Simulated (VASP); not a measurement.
Input of a VASP 6.6.1 run:

INCAR

```
SYSTEM = SnSe
  PREC = Accurate
  ENCUT = 520
  EDIFF = 1E-6
  ISMEAR = -1
  SIGMA = 0.05
  LREAL = .FALSE.
  LASPH = .TRUE.
  NELM = 80
  ALGO = Normal
  ISIF = 2
  LWAVE = .FALSE.
  LCHARG = .FALSE.
  GGA = PS
  NBANDS = 17
```

Contents of KPOINTS:

```
Automatic mesh
0
G
  8 8 8
  0 0 0
```

File POSCAR:

```
SnSe
1.0
    0.0000000000      3.0100000000      3.0100000000
    3.0100000000      0.0000000000      3.0100000000
    3.0100000000      3.0100000000      0.0000000000
Sn Se
1 1
Direct
    0.0000000000      0.0000000000      0.0000000000
    0.5000000000      0.5000000000      0.5000000000
```

Potentials or basis: VASP PAW PBE potentials, release 64 (Sn_d, Se).

The run is started by

```console
$ cat potpaw_PBE.64/Sn_d/POTCAR potpaw_PBE.64/Se/POTCAR > POTCAR
$ mpirun -np 1 vasp_std > vasp.out
```

**Question.** Predict the band gap on the k mesh.

**Answer.** 0.65 eV, direct.

**Question.** Estimate the pressure.

**Answer.** -1.9 GPa.

Caveat: the PAW data sets were made with another functional, which shifts forces and pressure a little; spin-orbit coupling is left out, which moves the levels of the heavy elements. A k mesh can miss the band edges.
